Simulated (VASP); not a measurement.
A run of VASP 6.6.1:

The input INCAR:

```
SYSTEM = Zr3C2
ALGO = Normal
EDIFF = 1E-6
ENCUT = 520
GGA = PE
ISIF = 2
ISMEAR = 0
LASPH = .TRUE.
LCHARG = .FALSE.
LREAL = .FALSE.
LWAVE = .FALSE.
NBANDS = 30
NELM = 100
PREC = Accurate
SIGMA = 0.1
```

The input KPOINTS:

```
k-points
0
G
  4 4 6
  0 0 0
```

Contents of POSCAR:

```
Zr3C2
1.0
    5.1279634519      0.0000000000      0.0000000000
    0.0000000000      5.1279634519      0.0000000000
    0.0000000000      0.0000000000      3.9787837313
Zr C
3 2
Direct
    0.0000000000      0.5000000000      0.0000000000
    0.5000000000      0.0000000000      0.0000000000
    0.5000000000      0.5000000000      0.0000000000
    0.5000000000      0.5000000000      0.5000000000
    0.0000000000      0.0000000000      0.5000000000
```

Potentials or basis: VASP PAW PBE potentials, release 64 (Zr_sv, C).

Run with:

```console
$ cat potpaw_PBE.64/Zr_sv/POTCAR potpaw_PBE.64/C/POTCAR > POTCAR
$ mpirun -np 1 vasp_std > vasp.out
```

Hardware: 1 thread of Intel(R) Xeon(R) 6975P-C (Granite Rapids) (shared host).

Question: How long does it take, and how much memory?

Answer: Wall time 34 s on 1 thread of Intel(R) Xeon(R) 6975P-C (Granite Rapids) (shared host), peak memory 0.24 GiB. Counts: scf iterations 16, k points 24.
